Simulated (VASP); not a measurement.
# HfS2 (P-3m1) in VASP: single point with HSE06

Aim: the single point of HfS2 with HSE06.

Everything below comes from runs of VASP 6.6.1. Logs are shortened: lines on timing, memory, paths and dates and some standing lists are left out, and cuts for length are marked.

**1. The cell of the first run**

It takes space group P-3m1 (No. 164, trigonal). Conventional cell: a = 3.630 Å, b = 3.630 Å, c = 5.878 Å, α = 90.00°, β = 90.00°, γ = 120.00°. Within 3.4 Å of Hf (site symmetry -3m) lie 6 S at 2.54 Å. S (site symmetry 3m) has 3 Hf at 2.54 Å within 3.4 Å.

**2. Single point, HSE06**

Input file POSCAR:

```
HfS2
1.0
    3.6302934612      0.0000000000      0.0000000000
   -1.8151467306      3.1439263606      0.0000000000
    0.0000000000      0.0000000000      5.8783536162
Hf S
1 2
Direct
    0.0000000000      0.0000000000      0.0000000000
    0.3333333333      0.6666666667      0.2446282338
    0.6666666667      0.3333333333      0.7553717662
```

Input file INCAR.step1:

```
  PREC = Accurate
  ENCUT = 400
  EDIFF = 1E-5
  ISMEAR = 0
  SIGMA = 0.01
  LREAL = False
  LASPH = True
  NELM = 120
  ALGO = Normal
  ISIF = 2
  LWAVE = True
  NBANDS = 18
  GGA = PE
  GGA_COMPAT = False
```

Input file INCAR.step2:

```
  PREC = Accurate
  ENCUT = 400
  EDIFF = 1E-6
  ISMEAR = 0
  SIGMA = 0.01
  LREAL = False
  LASPH = True
  NELM = 120
  ALGO = Normal
  ISIF = 2
  LWAVE = False
  LCHARG = True
  GGA = PE
  LHFCALC = True
  HFSCREEN = 0.2079
  PRECFOCK = Normal
  LELF = True
  LVHAR = True
  NBANDS = 18
  ISTART = 1
  GGA_COMPAT = False
```

Input file KPOINTS:

```
Automatic mesh
0
Gamma
  6 6 4
```

Potentials or basis: VASP PAW PBE potentials, release 64 (Hf_pv, S).

Run with:

```console
$ cat potpaw_PBE.64/Hf_pv/POTCAR potpaw_PBE.64/S/POTCAR > POTCAR
$ cp INCAR.step1 INCAR
$ mpirun -np 1 vasp_std > vasp.out
$ cp INCAR.step2 INCAR
$ mpirun -np 1 vasp_std > vasp.out
```

OUTCAR:

```text
PREC = Accurate
   ENCUT = 400
   EDIFF = 1E-6
   ISMEAR = 0
   LREAL = False
   LASPH = True
   NELM = 120
   ISIF = 2
   GGA = PE
   LHFCALC = True
   HFSCREEN = 0.2079
   PRECFOCK = Normal
   ISTART = 1

 ion  position               nearest neighbor table
   1  0.000  0.000  0.000-   2 2.54   3 2.54   3 2.54   2 2.54   3 2.54   2 2.54
   2  0.333  0.667  0.245-   1 2.54   1 2.54   1 2.54
   3  0.667  0.333  0.755-   1 2.54   1 2.54   1 2.54

  LATTYP: Found a hexagonal cell.
 ALAT       =     3.6302934612
 C/A-ratio  =     1.6192502559

  Lattice vectors:

 A1 = (   3.6302934612,   0.0000000000,   0.0000000000)
 A2 = (  -1.8151467306,   3.1439263606,   0.0000000000)
 A3 = (   0.0000000000,   0.0000000000,   5.8783536162)

Analysis of symmetry for initial positions (statically):
=====================================================================
 Subroutine PRICEL returns:
 Original cell was already a primitive cell.

 Routine SETGRP: Setting up the symmetry group for a
 hexagonal supercell.

 Subroutine GETGRP returns: Found 12 space group operations
 (whereof 12 operations were pure point group operations)
 out of a pool of 24 trial point group operations.

The static configuration has the point symmetry D_3d.

Analysis of symmetry for dynamics (positions and initial velocities):
=====================================================================
 Subroutine PRICEL returns:
 Original cell was already a primitive cell.

 Routine SETGRP: Setting up the symmetry group for a
 hexagonal supercell.

 Subroutine GETGRP returns: Found 12 space group operations
 (whereof 12 operations were pure point group operations)
 out of a pool of 24 trial point group operations.

The dynamic configuration has the point symmetry D_3d.

 Subroutine INISYM returns: Found 12 space group operations
 (whereof 12 operations are pure point group operations),
 and found     1 'primitive' translations

----------------------------------------------------------------------------------------

                                     Primitive cell

  volume of cell :      67.0919

  direct lattice vectors                    reciprocal lattice vectors
     3.630293461  0.000000000  0.000000000     0.275459825  0.159036804  0.000000000
    -1.815146731  3.143926361  0.000000000     0.000000000  0.318073608  0.000000000
     0.000000000  0.000000000  5.878353616     0.000000000  0.000000000  0.170115659

  length of vectors
     3.630293461  3.630293461  5.878353616     0.318073608  0.318073608  0.170115659

  position of ions in fractional coordinates (direct lattice)
     0.000000000  0.000000000  0.000000000
     0.333333333  0.666666667  0.244628234
     0.666666667  0.333333333  0.755371766

  ion indices of the primitive-cell ions
   primitive index   ion index
                 1           1
                 2           2
                 3           3

----------------------------------------------------------------------------------------

 KPOINTS: Automatic mesh

Automatic generation of k-mesh.
 Grid dimensions read from file:
 generate k-points for:    6    6    4

 Generating k-lattice:

  Cartesian coordinates                     Fractional coordinates (reciprocal lattice)
     0.045909971  0.026506134  0.000000000     0.166666667  0.000000000  0.000000000
     0.000000000  0.053012268  0.000000000     0.000000000  0.166666667  0.000000000
     0.000000000  0.000000000  0.042528915     0.000000000  0.000000000  0.250000000

  Length of vectors
     0.053012268  0.053012268  0.042528915

  Shift w.r.t. Gamma in fractional coordinates (k-lattice)
     0.000000000  0.000000000  0.000000000

 Subroutine IBZKPT returns following result:
 ===========================================

 Found     24 irreducible k-points:

 Following reciprocal coordinates:
            Coordinates               Weight
  0.000000  0.000000  0.000000      1.000000
  0.166667 -0.000000  0.000000      6.000000
  0.333333 -0.000000  0.000000      6.000000
  0.500000 -0.000000  0.000000      3.000000
  0.166667  0.166667  0.000000      6.000000
  0.333333  0.166667  0.000000     12.000000
[... 16 lines left out ...]
  0.333333  0.166667  0.500000     12.000000
  0.333333  0.333333  0.500000      2.000000
   k-points           NKPTS =     24   k-points in BZ     NKDIM =    144   number of bands    NBANDS=     18
   number of dos      NEDOS =    301   number of ions     NIONS =      3
   total plane-waves  NPLWV =  23040
   dimension x,y,z NGX =    24 NGY =   24 NGZ =   40
   dimension x,y,z NGXF=    48 NGYF=   48 NGZF=   80
   ions per type =               1   2
   NGX,Y,Z   is equivalent  to a cutoff of  10.99, 10.99, 11.31 a.u.
   NGXF,Y,Z  is equivalent  to a cutoff of  21.98, 21.98, 22.62 a.u.
 SYSTEM =  unknown system
   PREC   = accura    normal or accurate (medium, high low for compatibility)
   ISTART =      1    job   : 0-new  1-cont  2-samecut
   ICHARG =      0    charge: 1-file 2-atom 10-const
   ISPIN  =      1    spin polarized calculation?
   LNONCOLLINEAR =      F non collinear calculations
   LSORBIT =      F    spin-orbit coupling
   LASPH  =      T    aspherical Exc in radial PAW
   ENCUT  =  400.0 eV  29.40 Ry    5.42 a.u.   5.92  5.92  9.59*2*pi/ulx,y,z
   NELM   =    120;   NELMIN=  2; NELMDL=  0     # of ELM steps
   EDIFF  = 0.1E-05   stopping-criterion for ELM
   LREAL  =      F    real-space projection
   EDIFFG = 0.1E-04   stopping-criterion for IOM
   NSW    =      0    number of steps for IOM
   IBRION =     -1    ionic relax: 0-MD 1-quasi-New 2-CG
   NFREE  =      0    steps in history (QN), initial steepest desc. (CG)
   ISIF   =      2    stress and relaxation
   ISYM   =      3    0-nonsym 1-usesym 2-fastsym
   POTIM  = 0.5000    time-step for ionic-motion
   TEBEG  =    0.0;   TEEND  =   0.0 temperature during run
   PSTRESS=    0.0 pullay stress
   NELECT =      22.0000    total number of electrons
   NUPDOWN=      -1.0000    fix difference up-down
   EMIN   =  10.00;   EMAX   =-10.00  energy-range for DOS
   EFERMI =   0.00;   METHOD = LEGACY
   ISMEAR =     0;   SIGMA  =   0.01  broadening in eV -4-tet -1-fermi 0-gaus
   EFERMI_NEDOS =   21; number of points for ismear=-14 and -15
   IALGO  =     38    algorithm
   IMIX   =      1    mixing-type and parameters
     AMIX     =   0.40;   BMIX     =  1.00
     AMIX_MAG =   1.60;   BMIX_MAG =  1.00
  volume/ion in A,a.u.               =      22.36       150.92
  Fermi-wavevector in a.u.,A,eV,Ry     =   1.128909  2.133330 17.339763  1.274437
  Thomas-Fermi vector in A             =   2.265601
   LORBIT       =      0    0 simple, 1 ext, 2 COOP (PROOUT), +10 PAW based schemes
   GGA     = PE    functional components
   LHFCALC =     T    Hartree Fock is set to
   PRECFOCK=normal    Normal, Fast or Accurate (Low or Medium for compatibility)
   ENCUT4O =  -1.0   cutoff for four orbital integrals eV
   NKREDX  =     1    reduce k-point grid by
   NKREDY  =     1    reduce k-point grid by
   NKREDZ  =     1    reduce k-point grid by
   AEXX    =    0.2500 exact exchange contribution
   HFSCREEN=    0.2079 screening length (either q_TF or 0.3 A-1)
   HFSCREENC=   0.2079 screening length for correlation (either q_TF or 0.3 A-1)
   ENCUTFOCK=  -1.0 apply spherical cutoff to Coloumb kernel
   IVDW    =     0    specifies the selected vdW correction
   LEPSILON=     F    determine dielectric tensor
   LRPA    =     F    only Hartree local field effects (RPA)
 non-spin polarized calculation
 Gauss-broadening in eV      SIGMA  =   0.01
  energy-cutoff  :      400.00
  volume of cell :       67.09
 maximum number of plane-waves:      1236
  NGX = 18; NGY = 18; NGZ = 30

 number of electron      22.0000002 magnetization

 Free energy of the ion-electron system (eV)
  ---------------------------------------------------
  ext. energy  EPLUGINS =         0.00000000
  ---------------------------------------------------
  free energy    TOTEN  =       -26.93474021 eV

  energy without entropy =      -26.93474021  energy(sigma->0) =      -26.93474021

 E-fermi :   2.8288     XC(G=0):  -8.0004

 val. band max:        2.7485700185   @ k =   0.0000   0.0000   0.0000
 cond. band min:       4.5966080882   @ k =   0.5000  -0.0000   0.5000
 fundamental gap:      1.8480380698
 Fermi energy:         2.8287688386

 k-point     1 :       0.0000    0.0000    0.0000
  band No.  band energies     occupation
      1     -30.1038      2.00000
      2     -29.9669      2.00000
      3     -29.9669      2.00000
      4     -11.7702      2.00000
      5      -9.8609      2.00000
      6      -2.5240      2.00000
[... 10 lines left out ...]
     17       9.3320      0.00000
     18       9.4149      0.00000

 k-point     2 :       0.1667   -0.0000    0.0000
  band No.  band energies     occupation
      1     -30.0928      2.00000
      2     -30.0262      2.00000
      3     -29.9804      2.00000
      4     -11.4255      2.00000
      5      -9.9187      2.00000
      6      -2.0981      2.00000
[... 10 lines left out ...]
     17      10.5670      0.00000
     18      11.2864      0.00000

 k-point     3 :       0.3333   -0.0000    0.0000
  band No.  band energies     occupation
      1     -30.1432      2.00000
      2     -30.0704      2.00000
      3     -30.0071      2.00000
      4     -10.6665      2.00000
      5     -10.0045      2.00000
      6      -1.7721      2.00000
[... 10 lines left out ...]
     17      11.1797      0.00000
     18      11.7932      0.00000

 k-point     4 :       0.5000   -0.0000    0.0000
  band No.  band energies     occupation
      1     -30.2004      2.00000
      2     -30.0593      2.00000
      3     -30.0203      2.00000
      4     -10.3497      2.00000
      5      -9.9029      2.00000
      6      -2.6291      2.00000
[... 375 lines left out ...]
      4     -10.6332      2.00000
      5     -10.2614      2.00000
      6      -1.5242      2.00000
[... 10 lines left out ...]
     17      11.9149      0.00000
     18      12.4814      0.00000

 k-point    23 :       0.3333    0.1667    0.5000
  band No.  band energies     occupation
      1     -30.1702      2.00000
      2     -30.0601      2.00000
      3     -30.0507      2.00000
      4     -10.2956      2.00000
      5      -9.9545      2.00000
      6      -2.2124      2.00000
[... 10 lines left out ...]
     17      11.2159      0.00000
     18      11.3232      0.00000

 k-point    24 :       0.3333    0.3333    0.5000
  band No.  band energies     occupation
      1     -30.1287      2.00000
      2     -30.1287      2.00000
      3     -30.0544      2.00000
      4     -10.0199      2.00000
      5     -10.0199      2.00000
      6      -1.3853      2.00000
[... 10 lines left out ...]
     17      12.0861      0.00000
     18      12.7927      0.00000

------------------------ aborting loop because EDIFF is reached ----------------------------------------

  FORCE on cell =-STRESS in cart. coord.  units (eV):
  Direction    XX          YY          ZZ          XY          YZ          ZX
  --------------------------------------------------------------------------------------
  -------------------------------------------------------------------------------------
  Total       -0.1133524     -0.1133524      0.1622131      0.0000000      0.0000000      0.0000000
  in kB       -2.7068954     -2.7068954      3.8737075      0.0000000      0.0000000      0.0000000
  external PRESSURE =      -0.5133611 kB  Pullay stress =       0.0000000 kB

 VOLUME and BASIS-vectors are now :
 -----------------------------------------------------------------------------
  energy-cutoff  :      400.00
  volume of cell :       67.09
      direct lattice vectors                 reciprocal lattice vectors
     3.630293461  0.000000000  0.000000000     0.275459825  0.159036804  0.000000000
    -1.815146731  3.143926361  0.000000000     0.000000000  0.318073608  0.000000000
     0.000000000  0.000000000  5.878353616     0.000000000  0.000000000  0.170115659

 POSITION                                       TOTAL-FORCE (eV/Angst)
 -----------------------------------------------------------------------------------
      0.00000      0.00000      0.00000         0.000000      0.000000      0.000000
     -0.00000      2.09595      1.43801        -0.000000     -0.000000     -0.200369
      1.81515      1.04798      4.44034        -0.000000      0.000000      0.200369
 -----------------------------------------------------------------------------------
    total drift:                               -0.000000      0.000000     -0.000003

  FREE ENERGIE OF THE ION-ELECTRON SYSTEM (eV)
  ---------------------------------------------------
  free  energy   TOTEN  =       -26.9347402143 eV

  energy  without entropy=      -26.9347402143  energy(sigma->0) =      -26.93474021
```

It took 56 min on 1 thread of Intel Xeon Platinum 8259CL at 2.50GHz (Skylake/Cascade Lake), shared host; peak memory 0.28 GiB.

Results:

| Item | Value |
| --- | --- |
| Free energy | -26.9347 eV |
| Pressure | -0.1 GPa |
| Largest force | 0.200 eV/Å |
| Band gap on the k mesh | 1.85 eV (least direct gap 2.80 eV) |

Forces on the atoms (eV/Å):
```
Hf   0.000  0.000  0.000
S    0.000  0.000 -0.200
S    0.000  0.000  0.200
```

Stress tensor (GPa, compression positive):
```
-0.27  0.00  0.00
 0.00 -0.27  0.00
 0.00  0.00  0.39
```

Levels at points of the mesh, in eV from the valence-band top:
```csv
k point,band 9,band 10,band 11,band 12,band 13,band 14
"(0.00, 0.00, 0.00)",-0.12,-0.12,0.00,2.85,2.85,3.57
"(0.50, 0.00, 0.00)",-2.75,-2.20,-1.53,1.98,5.11,5.12
"(0.00, 0.00, 0.50)",-1.99,-0.26,-0.26,2.80,2.80,3.84
"(0.50, 0.00, 0.50)",-2.61,-1.26,-1.03,1.85,5.08,5.18
```

Caveat: the PAW data sets were made with another functional, which shifts forces and pressure a little; spin-orbit coupling is left out, which moves the levels of the heavy elements; this functional lacks dispersion, which binds layers or chains, so the pressure and a relaxed spacing across them are unreliable. A k mesh can miss the band edges.
